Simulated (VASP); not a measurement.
Wanted: the native input for a VASP 6.6.1 run.

```
Task                   : single point
Functional             : revPBE
Potentials or basis    : VASP PAW PBE potentials, release 64 (Co)
Cutoff                 : 520 eV
k mesh                 : 14 × 14 × 8
Occupations            : fermi-dirac, width 0.05 eV
Spin                   : collinear spin, antiferromagnetic start
Starting moments       : [1.7, -1.7] μB
Dipole correction      : no
Further INCAR settings : ALGO = Normal; EDIFF = 1e-06; NBANDS = 20
```

The structure of Co lies in POSCAR:

```
Co
1.0
    2.5122586527      0.0000000000      0.0000000000
   -1.2561293263      2.1756798141      0.0000000000
    0.0000000000      0.0000000000      4.0562012185
Co
2
Direct
    0.3333333333      0.6666666667      0.2500000000
    0.6666666667      0.3333333333      0.7500000000
```

These files were run (other wordings do the same):

INCAR

```
ALGO = Normal
EDIFF = 1E-6
ENCUT = 520
GGA = RE
ISIF = 2
ISMEAR = -1
ISPIN = 2
LASPH = True
LCHARG = False
LMAXMIX = 4
LORBIT = 11
LREAL = False
LWAVE = False
MAGMOM = 1.7 -1.7
NBANDS = 20
NELM = 150
PREC = Accurate
SIGMA = 0.05
```

KPOINTS

```
k-points
0
Gamma
  14 14 8
```

Potentials or basis: VASP PAW PBE potentials, release 64 (Co).

Launch:

```sh
$ cat potpaw_PBE.64/Co/POTCAR > POTCAR
$ mpirun -np 1 vasp_std > vasp.out
```

It gave:

```json
{"Pressure": "-5.6 GPa", "Band gap on the k mesh": "zero (filled and empty bands overlap)", "Net moment": "0.00 μB per cell", "Site moments": "Co +1.08, -1.08 μB", "Valence electrons inside the program's atomic spheres": "Co 8.23"}
```

Caveat: the cell stands under tension; the PAW data sets were made with another functional, which shifts forces and pressure a little.

It took 43 s on 1 thread of Intel(R) Xeon(R) 6975P-C (Granite Rapids), with other jobs on the host, peak memory 0.19 GiB.
